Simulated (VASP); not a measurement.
InSb, 2 atoms in the cell. It takes space group F-43m (No. 216, cubic). The conventional cell has a = 6.499 Å, b = 6.499 Å, c = 6.499 Å, α = 90.00°, β = 90.00°, γ = 90.00°. In (site symmetry -43m) has 4 Sb at 2.81 Å within 3.7 Å. Within 3.7 Å of Sb (site symmetry -43m) lie 4 In at 2.81 Å. 

```yaml
Program: VASP 6.6.1
Task: single point
Functional: PBE
Potentials_or_basis: VASP PAW PBE potentials, release 64 (In_d, Sb)
Cutoff: 520 eV
k_mesh: 12 × 12 × 12
Occupations: gaussian, width 0.1 eV
Spin: no spin polarisation
Dipole_correction: no
Further_INCAR_settings: ALGO = Normal; EDIFF = 1e-06; NBANDS = 16
```

Potentials or basis: VASP PAW PBE potentials, release 64 (In_d, Sb).

Command:

```console
$ cat potpaw_PBE.64/In_d/POTCAR potpaw_PBE.64/Sb/POTCAR > POTCAR
$ mpirun -np 1 vasp_std > vasp.out
```

Hardware: 1 thread of Intel(R) Xeon(R) Platinum 8375C CPU @ 2.90GHz (Ice Lake), with other jobs on the host.

Problem. How long does it take, and how much memory?

Solution. Run time: 71 s on 1 thread of Intel(R) Xeon(R) Platinum 8375C CPU @ 2.90GHz (Ice Lake), with other jobs on the host, peak memory 0.25 GiB. Counts: scf iterations 13, k points 72.
